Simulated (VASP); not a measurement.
Crystal: Mg.

```
Mg
1.0
     0.00000    2.26500    2.26500
     2.26500    0.00000    2.26500
     2.26500    2.26500    0.00000
Mg
1
Direct
  0.00000 0.00000 0.00000
```

This isn't the form of Mg at room conditions, which is hcp.

```yaml
Program: VASP 6.6.1
Task: relaxation of cell and atoms
Functional: LDA
Potentials_or_basis: VASP PAW LDA potentials, release 64 (Mg_sv)
Cutoff: 840 eV
k_mesh: 9 × 9 × 9
Occupations: gaussian, width 0.05 eV
Spin: no spin polarisation
```

At the start: pressure -2.5 GPa; volume 23.24 Å³/atom.

Q: How do energy, volume and symmetry change on relaxing?

A: Over 3 steps the energy falls by 12.6 meV/atom and the volume is 21.71 Å³/atom (-6.6 %); space group Fm-3m (No. 225, to 0.1 Å) before and after.

The path:
```tsv
step	energy change (eV)	largest force (eV/Å)	pressure (GPa)	volume (Å³)
1	0.0000	0.0000	-2.47	23.24
2	-0.0118	0.0000	-0.64	22.05
3	-0.0126	0.0000	-0.03	21.71
```

Final structure:
```cif
data_structure
_symmetry_space_group_name_H-M 'P 1'
_symmetry_Int_Tables_number 1
_cell_length_a 3.1314
_cell_length_b 3.1314
_cell_length_c 3.1314
_cell_angle_alpha 60.000
_cell_angle_beta 60.000
_cell_angle_gamma 60.000
_cell_volume 21.71
loop_
_atom_site_label
_atom_site_type_symbol
_atom_site_fract_x
_atom_site_fract_y
_atom_site_fract_z
_atom_site_occupancy
Mg1 Mg 0.00000 0.00000 0.00000 1
```
